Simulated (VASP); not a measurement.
# SnSe in VASP: a series of runs

Runs on SnSe. Level: r2SCAN. Tasks: single point.

Program: VASP 6.6.1. These are calculated values, not measurements. Logs are shortened: lines on timing, memory, paths and dates and some standing lists are left out, and cuts for length are marked.

### Step 1. The cell of the first run

The cell holds a slab with vacuum, 4 atoms: a = 4.157 Å, b = 4.157 Å, c = 11.320 Å, α = 90.00°, β = 90.00°, γ = 90.00°.

### Step 2. Single point, r2SCAN (strain -0.030 along x and y, +0.030 along z)

Contents of POSCAR:

```
SnSe
1.0
    4.1567675965      0.0000000000      0.0000000000
    0.0000000000      4.1567675965      0.0000000000
    0.0000000000      0.0000000000     11.3204128939
Sn Se
2 2
Direct
    0.5000000000      0.0000000000      0.3722291100
    0.0000000000      0.5000000000      0.6277708900
    0.5000000000      0.0000000000      0.6160394900
    0.0000000000      0.5000000000      0.3839605100
```

Contents of INCAR.step1:

```
PREC = Accurate
ENCUT = 520
ISMEAR = 0
SIGMA = 0.05
LREAL = False
LASPH = True
NELM = 60
NBANDS = 28
GGA = PE
ALGO = Normal
EDIFF = 1E-4
LWAVE = True
LCHARG = False
```

Contents of INCAR.step2:

```
PREC = Accurate
ENCUT = 520
EDIFF = 1E-6
ISMEAR = 0
SIGMA = 0.05
LREAL = False
LASPH = True
NELM = 60
ALGO = Normal
ISIF = 2
LWAVE = False
LCHARG = False
METAGGA = R2SCAN
LMIXTAU = True
NBANDS = 28
ISTART = 1
```

Contents of KPOINTS:

```
Automatic mesh
0
Gamma
  6 6 4
```

Potentials or basis: VASP PAW PBE potentials, release 64 (Sn_d, Se).

Command:

```
$ cat potpaw_PBE.64/Sn_d/POTCAR potpaw_PBE.64/Se/POTCAR > POTCAR
$ cp INCAR.step1 INCAR
$ mpirun -np 1 vasp_std > vasp.out
$ cp INCAR.step2 INCAR
$ mpirun -np 1 vasp_std > vasp.out
```

OUTCAR:

```text
PREC = Accurate
   ENCUT = 520
   EDIFF = 1E-6
   ISMEAR = 0
   LREAL = False
   LASPH = True
   NELM = 60
   ISIF = 2
   METAGGA = R2SCAN
   ISTART = 1

 ion  position               nearest neighbor table
   1  0.500  0.000  0.372-   3 2.76   4 2.94   4 2.94   4 2.94   4 2.94
   2  0.000  0.500  0.628-   4 2.76   3 2.94   3 2.94   3 2.94   3 2.94
   3  0.500  0.000  0.616-   1 2.76   2 2.94   2 2.94   2 2.94   2 2.94
   4  0.000  0.500  0.384-   2 2.76   1 2.94   1 2.94   1 2.94   1 2.94

  LATTYP: Found a simple tetragonal cell.
 ALAT       =     4.1567675965
 C/A-ratio  =     2.7233692120

  Lattice vectors:

 A1 = (   4.1567675965,   0.0000000000,   0.0000000000)
 A2 = (   0.0000000000,   4.1567675965,   0.0000000000)
 A3 = (   0.0000000000,   0.0000000000,  11.3204128939)

Analysis of symmetry for initial positions (statically):
=====================================================================
 Subroutine PRICEL returns:
 Original cell was already a primitive cell.

 Routine SETGRP: Setting up the symmetry group for a
 simple tetragonal supercell.

 Subroutine GETGRP returns: Found 16 space group operations
 (whereof  8 operations were pure point group operations)
 out of a pool of 16 trial point group operations.

The static configuration has the point symmetry D_2d.
 The point group associated with its full space group is D_4h.

Analysis of symmetry for dynamics (positions and initial velocities):
=====================================================================
 Subroutine PRICEL returns:
 Original cell was already a primitive cell.

 Routine SETGRP: Setting up the symmetry group for a
 simple tetragonal supercell.

 Subroutine GETGRP returns: Found 16 space group operations
 (whereof  8 operations were pure point group operations)
 out of a pool of 16 trial point group operations.

The dynamic configuration has the point symmetry D_2d.
 The point group associated with its full space group is D_4h.

 Subroutine INISYM returns: Found 16 space group operations
 (whereof  8 operations are pure point group operations),
 and found     1 'primitive' translations

----------------------------------------------------------------------------------------

                                     Primitive cell

  volume of cell :     195.6022

  direct lattice vectors                    reciprocal lattice vectors
     4.156767596  0.000000000  0.000000000     0.240571544  0.000000000  0.000000000
     0.000000000  4.156767596  0.000000000     0.000000000  0.240571544  0.000000000
     0.000000000  0.000000000 11.320412894     0.000000000  0.000000000  0.088336001

  length of vectors
     4.156767596  4.156767596 11.320412894     0.240571544  0.240571544  0.088336001

  position of ions in fractional coordinates (direct lattice)
     0.500000000  0.000000000  0.372229110
     0.000000000  0.500000000  0.627770890
     0.500000000  0.000000000  0.616039490
     0.000000000  0.500000000  0.383960510

  ion indices of the primitive-cell ions
   primitive index   ion index
                 1           1
                 2           2
                 3           3
                 4           4

----------------------------------------------------------------------------------------

 KPOINTS: Automatic mesh

Automatic generation of k-mesh.
 Grid dimensions read from file:
 generate k-points for:    6    6    4

 Generating k-lattice:

  Cartesian coordinates                     Fractional coordinates (reciprocal lattice)
     0.040095257  0.000000000  0.000000000     0.166666667  0.000000000  0.000000000
     0.000000000  0.040095257  0.000000000     0.000000000  0.166666667  0.000000000
     0.000000000  0.000000000  0.022084000     0.000000000  0.000000000  0.250000000

  Length of vectors
     0.040095257  0.040095257  0.022084000

  Shift w.r.t. Gamma in fractional coordinates (k-lattice)
     0.000000000  0.000000000  0.000000000

 Subroutine IBZKPT returns following result:
 ===========================================

 Found     30 irreducible k-points:

 Following reciprocal coordinates:
            Coordinates               Weight
  0.000000  0.000000  0.000000      1.000000
  0.166667  0.000000  0.000000      4.000000
  0.333333  0.000000  0.000000      4.000000
  0.500000  0.000000  0.000000      2.000000
  0.166667  0.166667  0.000000      4.000000
  0.333333  0.166667  0.000000      8.000000
[... 16 lines left out ...]
  0.333333  0.000000  0.500000      4.000000
  0.500000  0.000000  0.500000      2.000000
 [... further k-points ...]
   k-points           NKPTS =     30   k-points in BZ     NKDIM =     30   number of bands    NBANDS=     28
   number of dos      NEDOS =    301   number of ions     NIONS =      4
   total plane-waves  NPLWV =  86016
   dimension x,y,z NGX =    32 NGY =   32 NGZ =   84
   dimension x,y,z NGXF=    64 NGYF=   64 NGZF=  168
   ions per type =               2   2
   NGX,Y,Z   is equivalent  to a cutoff of  12.80, 12.80, 12.34 a.u.
   NGXF,Y,Z  is equivalent  to a cutoff of  25.60, 25.60, 24.67 a.u.
 SYSTEM =  unknown system
   PREC   = accura    normal or accurate (medium, high low for compatibility)
   ISTART =      1    job   : 0-new  1-cont  2-samecut
   ICHARG =      0    charge: 1-file 2-atom 10-const
   ISPIN  =      1    spin polarized calculation?
   LNONCOLLINEAR =      F non collinear calculations
   LSORBIT =      F    spin-orbit coupling
   LASPH  =      T    aspherical Exc in radial PAW
   ENCUT  =  520.0 eV  38.22 Ry    6.18 a.u.   7.73  7.73 21.05*2*pi/ulx,y,z
   NELM   =     60;   NELMIN=  2; NELMDL=  0     # of ELM steps
   EDIFF  = 0.1E-05   stopping-criterion for ELM
   LREAL  =      F    real-space projection
   EDIFFG = 0.1E-04   stopping-criterion for IOM
   NSW    =      0    number of steps for IOM
   IBRION =     -1    ionic relax: 0-MD 1-quasi-New 2-CG
   NFREE  =      0    steps in history (QN), initial steepest desc. (CG)
   ISIF   =      2    stress and relaxation
   ISYM   =      2    0-nonsym 1-usesym 2-fastsym
   POTIM  = 0.5000    time-step for ionic-motion
   TEBEG  =    0.0;   TEEND  =   0.0 temperature during run
   PSTRESS=    0.0 pullay stress
   NELECT =      40.0000    total number of electrons
   NUPDOWN=      -1.0000    fix difference up-down
   EMIN   =  10.00;   EMAX   =-10.00  energy-range for DOS
   EFERMI =   0.00;   METHOD = LEGACY
   ISMEAR =     0;   SIGMA  =   0.05  broadening in eV -4-tet -1-fermi 0-gaus
   EFERMI_NEDOS =   21; number of points for ismear=-14 and -15
   IALGO  =     38    algorithm
   IMIX   =      4    mixing-type and parameters
     AMIX     =   0.40;   BMIX     =  1.00
     AMIX_MAG =   1.60;   BMIX_MAG =  1.00
  volume/ion in A,a.u.               =      48.90       330.00
  Fermi-wavevector in a.u.,A,eV,Ry     =   0.964503  1.822646 12.657037  0.930266
  Thomas-Fermi vector in A             =   2.094140
   LORBIT       =      0    0 simple, 1 ext, 2 COOP (PROOUT), +10 PAW based schemes
   METAGGA = R2SCAN    functional components
   LHFCALC =     F    Hartree Fock is set to
   AEXX    =    0.0000 exact exchange contribution
   IVDW    =     0    specifies the selected vdW correction
   LEPSILON=     F    determine dielectric tensor
   LRPA    =     F    only Hartree local field effects (RPA)
 non-spin polarized calculation
 Gauss-broadening in eV      SIGMA  =   0.05
  energy-cutoff  :      520.00
  volume of cell :      195.60
 maximum number of plane-waves:      5284
 NGX is ok and might be reduce to    32
   NGX = 15   NGY = 15   NGZ = 43

 number of electron      39.9999971 magnetization

 Free energy of the ion-electron system (eV)
  ---------------------------------------------------
  ext. energy  EPLUGINS =         0.00000000
  ---------------------------------------------------
  free energy    TOTEN  =       -79.46656531 eV

  energy without entropy =      -79.46656531  energy(sigma->0) =      -79.46656531

 E-fermi :   1.1377     XC(G=0):  -6.2659

 val. band max:        0.8708915457   @ k =   0.3333   0.0000   0.5000
 cond. band min:       2.2195244861   @ k =   0.0000   0.0000   0.5000
 fundamental gap:      1.3486329404
 Fermi energy:         1.1376760781

 k-point     1 :       0.0000    0.0000    0.0000
  band No.  band energies     occupation
      1     -21.0489      2.00000
      2     -21.0396      2.00000
      3     -21.0359      2.00000
      4     -21.0344      2.00000
      5     -21.0296      2.00000
      6     -21.0159      2.00000
[... 20 lines left out ...]
     27       6.7882      0.00000
     28       7.3557      0.00000

 k-point     2 :       0.1667    0.0000    0.0000
  band No.  band energies     occupation
      1     -21.0445      2.00000
      2     -21.0388      2.00000
      3     -21.0354      2.00000
      4     -21.0336      2.00000
      5     -21.0317      2.00000
      6     -21.0151      2.00000
[... 20 lines left out ...]
     27       6.3797      0.00000
     28       6.7970      0.00000

 k-point     3 :       0.3333    0.0000    0.0000
  band No.  band energies     occupation
      1     -21.0442      2.00000
      2     -21.0414      2.00000
      3     -21.0374      2.00000
      4     -21.0291      2.00000
      5     -21.0238      2.00000
      6     -21.0129      2.00000
[... 20 lines left out ...]
     27       5.9607      0.00000
     28       7.7405      0.00000

 k-point     4 :       0.5000    0.0000    0.0000
  band No.  band energies     occupation
      1     -21.0460      2.00000
      2     -21.0460      2.00000
      3     -21.0315      2.00000
      4     -21.0315      2.00000
      5     -21.0147      2.00000
      6     -21.0147      2.00000
[... 578 lines left out ...]
     27       6.1408      0.00000
     28       6.8217      0.00000

 k-point    23 :       0.3333    0.0000    0.5000
  band No.  band energies     occupation
      1     -21.0442      2.00000
      2     -21.0414      2.00000
      3     -21.0374      2.00000
      4     -21.0291      2.00000
      5     -21.0238      2.00000
      6     -21.0129      2.00000
[... 20 lines left out ...]
     27       6.5173      0.00000
     28       7.2573      0.00000

 k-point    24 :       0.5000    0.0000    0.5000
  band No.  band energies     occupation
      1     -21.0460      2.00000
      2     -21.0460      2.00000
      3     -21.0315      2.00000
      4     -21.0315      2.00000
      5     -21.0147      2.00000
      6     -21.0147      2.00000
[... 20 lines left out ...]
     27       7.3993      0.00000
     28       7.3993      0.00000

 [... further k-points ...]
[... 5 lines left out ...]
  --------------------------------------------------------------------------------------
  -------------------------------------------------------------------------------------
  Total        2.8585852      2.8585852     -1.1988446      0.0000000      0.0000000      0.0000000
  in kB       23.4146662     23.4146662     -9.8197335      0.0000000      0.0000000      0.0000000
  external PRESSURE =      12.3365330 kB  Pullay stress =       0.0000000 kB

 VOLUME and BASIS-vectors are now :
 -----------------------------------------------------------------------------
  energy-cutoff  :      520.00
  volume of cell :      195.60
      direct lattice vectors                 reciprocal lattice vectors
     4.156767596  0.000000000  0.000000000     0.240571544  0.000000000  0.000000000
     0.000000000  4.156767596  0.000000000     0.000000000  0.240571544  0.000000000
     0.000000000  0.000000000 11.320412894     0.000000000  0.000000000  0.088336001

 POSITION                                       TOTAL-FORCE (eV/Angst)
 -----------------------------------------------------------------------------------
      2.07838      0.00000      4.21379        -0.000000      0.000000      0.161080
      0.00000      2.07838      7.10663         0.000000      0.000000     -0.161080
      2.07838      0.00000      6.97382         0.000000     -0.000000     -0.265830
      0.00000      2.07838      4.34659        -0.000000      0.000000      0.265830
 -----------------------------------------------------------------------------------
    total drift:                                0.000000      0.000000      0.000000

  FREE ENERGIE OF THE ION-ELECTRON SYSTEM (eV)
  ---------------------------------------------------
  free  energy   TOTEN  =       -79.4665653078 eV

  energy  without entropy=      -79.4665653078  energy(sigma->0) =      -79.46656531
```

It took 5.8 min on 1 thread of Intel Xeon Platinum 8488C (Sapphire Rapids), shared host; peak memory 0.4 GiB.

Results:

- Free energy: -79.4666 eV
- Largest force: 0.266 eV/Å
- Band gap on the k mesh: 1.35 eV (least direct gap 1.79 eV)

Forces on the atoms (eV/Å):
```
Sn   0.000  0.000  0.161
Sn   0.000  0.000 -0.161
Se   0.000  0.000 -0.266
Se   0.000  0.000  0.266
```

Levels at points of the mesh, in eV from the valence-band top:
```tsv
k point	band 18	band 19	band 20	band 21	band 22	band 23
(0.00, 0.00, 0.00)	-2.24	-2.24	-0.48	1.45	3.84	4.05
(0.50, 0.00, 0.00)	-1.79	-0.01	-0.01	1.78	1.78	2.21
(0.50, 0.50, 0.00)	-3.98	-2.00	-2.00	3.56	3.56	4.82
(0.00, 0.00, 0.50)	-2.24	-2.24	-0.48	1.35	4.05	4.77
(0.50, 0.00, 0.50)	-1.79	-0.01	-0.01	1.78	1.78	2.21
(0.50, 0.50, 0.50)	-3.98	-2.00	-2.00	3.54	3.54	4.86
```

Caveat: the cell differs from its parent crystal (strain -0.030 along x and y, +0.030 along z); there is no dipole correction, which matters where the two faces differ; the PAW data sets were made with another functional, which shifts forces and pressure a little; spin-orbit coupling is left out, which moves the levels of the heavy elements.

### Step 3. Single point, r2SCAN (strain +0.000 along x and y, -0.030 along z)

Contents of POSCAR:

```
SnSe
1.0
    4.2853274191      0.0000000000      0.0000000000
    0.0000000000      4.2853274191      0.0000000000
    0.0000000000      0.0000000000     10.6609713661
Sn Se
2 2
Direct
    0.5000000000      0.0000000000      0.3722291100
    0.0000000000      0.5000000000      0.6277708900
    0.5000000000      0.0000000000      0.6160394900
    0.0000000000      0.5000000000      0.3839605100
```

Contents of INCAR.step1:

```
  ALGO = Normal
  EDIFF = 1E-4
  ENCUT = 520
  GGA = PE
  ISMEAR = 0
  LASPH = T
  LCHARG = F
  LREAL = F
  LWAVE = T
  NBANDS = 28
  NELM = 60
  PREC = Accurate
  SIGMA = 0.05
```

Contents of INCAR.step2:

```
  ALGO = Normal
  EDIFF = 1E-6
  ENCUT = 520
  ISIF = 2
  ISMEAR = 0
  ISTART = 1
  LASPH = T
  LCHARG = F
  LMIXTAU = T
  LREAL = F
  LWAVE = F
  METAGGA = R2SCAN
  NBANDS = 28
  NELM = 60
  PREC = Accurate
  SIGMA = 0.05
```

Contents of KPOINTS:

```
k-points
0
Gamma
  6 6 4
```

Potentials or basis: VASP PAW PBE potentials, release 64 (Sn_d, Se).

Command:

```
$ cat potpaw_PBE.64/Sn_d/POTCAR potpaw_PBE.64/Se/POTCAR > POTCAR
$ cp INCAR.step1 INCAR
$ mpirun -np 1 vasp_std > vasp.out
$ cp INCAR.step2 INCAR
$ mpirun -np 1 vasp_std > vasp.out
```

Wall time 6.5 min (1 thread of Intel Xeon Platinum 8488C (Sapphire Rapids), shared host); peak memory 0.39 GiB.

It converged, with:

```yaml
Free_energy: -79.5315 eV
Pressure: 1.0 GPa
Largest_force: 0.550 eV/Å
Band_gap_on_the_k_mesh: 1.69 eV
```

Forces on the atoms (eV/Å):
```
Sn   0.000  0.000 -0.550
Sn   0.000  0.000  0.550
Se   0.000  0.000  0.503
Se   0.000  0.000 -0.503
```

Stress tensor (GPa, compression positive):
```
0.33 0.00 0.00
0.00 0.33 0.00
0.00 0.00 2.22
```

Levels at points of the mesh, in eV from the valence-band top:
```
           k point  band 17  band 18  band 19  band 20  band 21  band 22  band 23  band 24
(0.00, 0.00, 0.00)    -3.34    -1.81    -1.81    -0.29     2.10     4.10     4.27     4.63
(0.50, 0.00, 0.00)    -1.76    -1.76    -0.24    -0.24     1.88     1.88     2.32     2.32
(0.50, 0.50, 0.00)    -3.29    -3.29    -1.80    -1.80     4.30     4.30     5.21     5.21
(0.00, 0.00, 0.50)    -3.34    -1.81    -1.81    -0.29     1.91     4.10     4.63     4.63
(0.50, 0.00, 0.50)    -1.76    -1.76    -0.24    -0.24     1.89     1.89     2.32     2.32
(0.50, 0.50, 0.50)    -3.29    -3.29    -1.80    -1.80     4.25     4.25     5.19     5.19
```

Caveat: the cell differs from its parent crystal (strain +0.000 along x and y, -0.030 along z); the PAW data sets were made with another functional, which shifts forces and pressure a little; spin-orbit coupling is left out, which moves the levels of the heavy elements.
